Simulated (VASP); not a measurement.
Here is a VASP 6.6.1 calculation.

File INCAR:

```
SYSTEM = PbS
PREC = Accurate
ENCUT = 520
EDIFF = 1E-6
ISMEAR = 0
SIGMA = 0.03
LREAL = .False.
LASPH = .True.
NELM = 100
ALGO = Normal
ISIF = 2
LWAVE = .False.
LCHARG = .False.
GGA = PE
NBANDS = 17
```

The input KPOINTS:

```
Automatic mesh
0
Gamma
  10 10 10
  0 0 0
```

POSCAR

```
PbS
1.0
    0.0000000000      3.0094750000      2.9650000000
    3.0094750000      0.0000000000      2.9650000000
    3.0094750000      3.0094750000      0.0000000000
Pb S
1 1
Direct
    0.0000000000      0.0000000000      0.0000000000
    0.5000000000      0.5000000000      0.5000000000
```

Potentials or basis: VASP PAW PBE potentials, release 64 (Pb_d, S).

Command:

```console
$ cat potpaw_PBE.64/Pb_d/POTCAR potpaw_PBE.64/S/POTCAR > POTCAR
$ mpirun -np 1 vasp_std > vasp.out
```

Question: What does it give for the band gap on the k mesh?

Answer: 0.46 eV, direct.

Question: What does it give for the pressure?

Answer: 0.5 GPa.

Stress tensor (GPa, compression positive):
```
-0.08  0.00  0.00
 0.00 -0.08  0.00
 0.00  0.00  1.66
```

Caveat: the cell differs from its parent crystal (strain +0.015 along x and y, +0.000 along z); spin-orbit coupling is left out, which moves the levels of the heavy elements. A k mesh can miss the band edges.
